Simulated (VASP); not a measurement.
AlP:

```
CELL_PARAMETERS angstrom
3.85444 0.00000 0.00000
1.92722 3.33804 0.00000
1.92722 1.11268 3.14714
ATOMIC_POSITIONS crystal
Al 0.00000 0.00000 0.00000
P 0.25000 0.25000 0.25000
```

- Program: VASP 6.6.1
- Task: relaxation of cell and atoms
- Functional: RPBE
- Potentials or basis: VASP PAW PBE potentials, release 64 (Al, P)
- Cutoff: 500 eV
- k mesh: 7 × 7 × 7
- Occupations: gaussian, width 0.01 eV
- Spin: no spin polarisation

At the start: pressure 4.2 GPa; volume 20.25 Å³/atom.

Task: How do energy, volume and symmetry change on relaxing?

Result: Over 3 steps the energy falls by 12.4 meV/atom and the volume is 21.24 Å³/atom (+4.9 %); space group F-43m (No. 216, to 0.05 Å).

Step by step:
| step | energy change (eV) | largest force (eV/Å) | pressure (GPa) | volume (Å³) |
| --- | --- | --- | --- | --- |
| 1 | 0.0000 | 0.0000 | 4.19 | 40.49 |
| 2 | -0.0169 | 0.0000 | -2.08 | 43.68 |
| 3 | -0.0249 | 0.0000 | 0.00 | 42.48 |

Final structure:
```cif
data_structure
_symmetry_space_group_name_H-M 'P 1'
_symmetry_Int_Tables_number 1
_cell_length_a 3.9164
_cell_length_b 3.9164
_cell_length_c 3.9164
_cell_angle_alpha 60.000
_cell_angle_beta 60.000
_cell_angle_gamma 60.000
_cell_volume 42.48
loop_
_atom_site_label
_atom_site_type_symbol
_atom_site_fract_x
_atom_site_fract_y
_atom_site_fract_z
_atom_site_occupancy
Al1 Al 0.00000 0.00000 0.00000 1
P1 P 0.25000 0.25000 0.25000 1
```

Caveat: the PAW data sets were made with another functional, which shifts forces and pressure a little.
